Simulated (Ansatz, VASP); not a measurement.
**One calculation of Eu, two programs**

Contents of INCAR:

```
SYSTEM = Eu
ALGO = Normal ; EDIFF = 1E-8
ENCUT = 520 ; GGA = PE
ISIF = 2 ; ISMEAR = -1
ISPIN = 2 ; LASPH = .TRUE.
LCHARG = .FALSE. ; LEFG = .TRUE.
LMAXMIX = 6 ; LORBIT = 11
LREAL = .FALSE. ; LWAVE = .FALSE.
MAGMOM = 7 ; NBANDS = 18
NELM = 150 ; PREC = Accurate
SIGMA = 0.05
```

File KPOINTS:

```
k-points
0
G
  14 14 14
  0 0 0
```

POSCAR

```
Eu
1.0
   -2.1624327475      2.1624327475      2.1624327475
    2.1624327475     -2.1624327475      2.1624327475
    2.1624327475      2.1624327475     -2.1624327475
Eu
1
Direct
    0.0000000000      0.0000000000      0.0000000000
```

Input for Ansatz:

```yaml
crystal:
  lattice:
    - [-2.1624327475, 2.1624327475, 2.1624327475]
    - [2.1624327475, -2.1624327475, 2.1624327475]
    - [2.1624327475, 2.1624327475, -2.1624327475]
  atoms:
    - { symbol: Eu, position: [0.0, 0.0, 0.0], spin: 7.0 }
magnetization:
  spin_polarized: true
kpoints:
  mp_grid: { grid: [14, 14, 14] }
scf:
  occupations: { method: fermi_dirac, width: 0.05 }
hamiltonian:
  xc: pbe
  pseudopotentials: { kind: all_electron, datasets: crystal }
output:
  forces: true
  stress: true
  eigenvalues: true
  efg: { contact_densities: true }
```

Change from the starting cell: volume scaled by 0.96, crystal datasets.

Alike in both runs: task electric field gradients; functional PBE; k mesh 14 × 14 × 14; occupations fermi-dirac, width 0.05 eV; collinear spin.

```csv
,VASP,Ansatz
version,VASP 6.6.1,Ansatz 0.2.0
potentials or method,"VASP PAW PBE potentials, release 64 (Eu), cutoff 520 eV","all-electron PAW with datasets made for the crystal, scalar-relativistic"
```

```tsv
	VASP	Ansatz	Ansatz less VASP
pressure (GPa)	0.3	0.7	+0.35
net moment per atom (μB)	7.24	7.24	+0.007
size of the moment on the site where the two differ most (μB)	6.66	7.00	+0.339
```

Site moments also hang on the region over which each program counts them. Ansatz ran all-electron here, and VASP with PAW potentials.

Neither program's run includes spin-orbit coupling.
